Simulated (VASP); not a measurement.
Write the native input for VASP 6.6.1 that does the following.

* Task: relaxation of cell and atoms
* Functional: PBE
* Potentials or basis: VASP PAW PBE potentials, release 64 (Hf_pv, S)
* Cutoff: 600 eV
* k mesh: 3 × 3 × 3
* Occupations: gaussian, width 0.2 eV
* Spin: no spin polarisation
* Dipole correction: no
* Further INCAR settings: ALGO = Normal; EDIFF = 1e-07; IBRION = 2; EDIFFG = -0.08; NSW = 36; ISIF = 3

The structure of Hf7S lies in POSCAR:

```
Hf7S
1.0
    5.5291912700      0.0000000000      0.0000000000
    0.0000000000      5.5291912700      0.0000000000
    0.0000000000      0.0000000000      5.5291912700
Hf S
7 1
Direct
    0.7673035900      0.5000000000      0.0000000000
    0.2326964100      0.5000000000      0.0000000000
    0.0000000000      0.7673035900      0.5000000000
    0.0000000000      0.2326964100      0.5000000000
    0.5000000000      0.0000000000      0.7673035900
    0.5000000000      0.0000000000      0.2326964100
    0.0000000000      0.0000000000      0.0000000000
    0.5000000000      0.5000000000      0.5000000000
```

The cell was generated, and may not be a known phase.

The input as run:

INCAR

```
SYSTEM = Hf7S
ALGO = Normal
EDIFF = 1E-7
EDIFFG = -0.08
ENCUT = 600
GGA = PE
IBRION = 2
ISIF = 3
ISMEAR = 0
LASPH = .True.
LCHARG = .False.
LREAL = .False.
LWAVE = .False.
NELM = 80
NSW = 36
PREC = Accurate
SIGMA = 0.2
```

KPOINTS

```
k-points
0
Gamma
  3 3 3
  0 0 0
```

Potentials or basis: VASP PAW PBE potentials, release 64 (Hf_pv, S).

Command:

```sh
$ cat potpaw_PBE.64/Hf_pv/POTCAR potpaw_PBE.64/S/POTCAR > POTCAR
$ mpirun -np 1 vasp_std > vasp.out
```

It gave:

```
Relaxed volume                        : 21.22 Å³/atom
Relaxed cell                          : a = 5.537 Å, b = 5.537 Å, c = 5.537 Å, α = 90.00°, β = 90.00°, γ = 90.00°
Space group after relaxing (to 0.1 Å) : Pm-3 (No. 200)
Energy gained by relaxing             : 48.5 meV/atom
Ionic steps                           : 5
Pressure after relaxing               : 0.0 GPa
Largest force after relaxing          : 0.021 eV/Å
Band gap on the k mesh                : zero (bands 38 and 39 overlap by 0.39 eV)
```

Caveat: the k points lie up to 0.38 Å⁻¹ apart in the final cell; spin-orbit coupling is left out, which moves the levels of the heavy elements.

Run time: 3.5 min on 1 thread of Intel(R) Xeon(R) Platinum 8488C (Sapphire Rapids), with other jobs on the host, peak memory 0.34 GiB.
